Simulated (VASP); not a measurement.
**SiC: single point with PBE**

The system is SiC.

```
Si C
1.0
    -3.07600    0.00000    0.00000
    -1.53800   -2.66389    0.00000
    -0.61520    0.00000   10.09600
Si C
4 4
Direct
  0.20258 0.33333 0.65375
  0.30258 0.33333 0.15375
  0.48592 0.66667 0.90375
  0.58592 0.66667 0.40375
  0.16408 0.33333 0.84625
  0.26408 0.33333 0.34625
  0.64742 0.66667 0.09625
  0.54742 0.66667 0.59625
```

```
Program                : VASP 6.6.1
Task                   : single point
Functional             : PBE
Potentials or basis    : VASP PAW PBE potentials, release 64 (Si, C)
Cutoff                 : 520 eV
k mesh                 : 10 × 10 × 3
Occupations            : gaussian, width 0.05 eV
Spin                   : no spin polarisation
Dipole correction      : no
Further INCAR settings : ALGO = Normal; EDIFF = 1e-07; NBANDS = 26
```

| Item | Value |
| --- | --- |
| Pressure | 3.2 GPa |
| Largest force | 1.759 eV/Å |
| Band gap on the k mesh | 1.92 eV (least direct gap 3.58 eV) |

Forces in eV/Å, atoms in the order of the input:
```
Si  -0.116  0.053  0.644
Si   0.124  0.138  0.844
Si  -1.505 -0.133  0.899
Si   0.015  0.003  0.677
C   -0.070  0.182 -0.844
C    0.120 -0.015 -0.654
C    1.438 -0.235 -0.867
C   -0.005  0.008 -0.699
```

Stress tensor (GPa, compression positive):
```
 2.61 -1.06  8.10
-1.06  5.61 -0.94
 8.10 -0.94  1.32
```

Levels at points of the mesh, in eV from the valence-band top:
```tsv
k point	band 13	band 14	band 15	band 16	band 17	band 18	band 19	band 20
(0.00, 0.00, 0.00)	-1.10	-0.70	-0.54	0.00	4.43	5.02	5.44	5.69
(0.50, 0.00, 0.00)	-2.93	-2.74	-2.02	-1.73	2.27	2.44	2.96	3.96
(0.50, 0.50, 0.00)	-2.93	-2.89	-2.16	-1.64	2.16	2.51	3.03	3.60
(0.00, 0.50, 0.00)	-2.82	-2.62	-2.38	-1.74	2.46	2.55	2.92	3.92
```

Run time: 5 min on 1 thread of Intel(R) Xeon(R) Platinum 8259CL CPU @ 2.50GHz (Skylake/Cascade Lake), with other jobs on the host, peak memory 0.37 GiB.

Caveat: the cell stands under pressure; an odd mesh through Γ misses points on the zone boundary, where band edges can lie; forces of over 1 eV/Å act on the atoms, so gaps and moduli don't describe the material at rest.
